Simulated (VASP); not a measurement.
Here is a VASP 6.6.1 calculation.

Contents of INCAR:

```
SYSTEM = Al3Cu
PREC = Accurate ; ENCUT = 520
EDIFF = 1E-6 ; ISMEAR = -1
SIGMA = 0.05 ; LREAL = .False.
LASPH = .True. ; NELM = 100
ALGO = Fast ; ISIF = 2
LWAVE = .False. ; LCHARG = .False.
GGA = PS ; NBANDS = 18
```

The input KPOINTS:

```
regular mesh
0
Gamma
  16 16 6
  0 0 0
```

POSCAR

```
Al3Cu
1.0
    2.7784054294      0.0000000000      0.0000000000
    0.0000000000      2.7784054294      0.0000000000
    0.0000000000      0.0000000000      7.5134034100
Al Cu
3 1
Direct
    0.0000000000      0.0000000000      0.5000000000
    0.5000000000      0.5000000000      0.2261155100
    0.5000000000      0.5000000000      0.7738844900
    0.0000000000      0.0000000000      0.0000000000
```

Potentials or basis: VASP PAW PBE potentials, release 64 (Al, Cu).

The run is started by

```bash
$ cat potpaw_PBE.64/Al/POTCAR potpaw_PBE.64/Cu/POTCAR > POTCAR
$ mpirun -np 1 vasp_std > vasp.out
```

**Question.** What does it give for the pressure?

**Answer.** 1.4 GPa.

**Question.** Estimate the band gap on the k mesh.

**Answer.** Zero (bands 10 and 11 overlap by 6.30 eV).

**Question.** Predict the largest force.

**Answer.** 0.199 eV/Å.

Stress tensor (GPa, compression positive):
```
1.09 0.00 0.00
0.00 1.09 0.00
0.00 0.00 1.92
```

Caveat: the PAW data sets were made with another functional, which shifts forces and pressure a little.
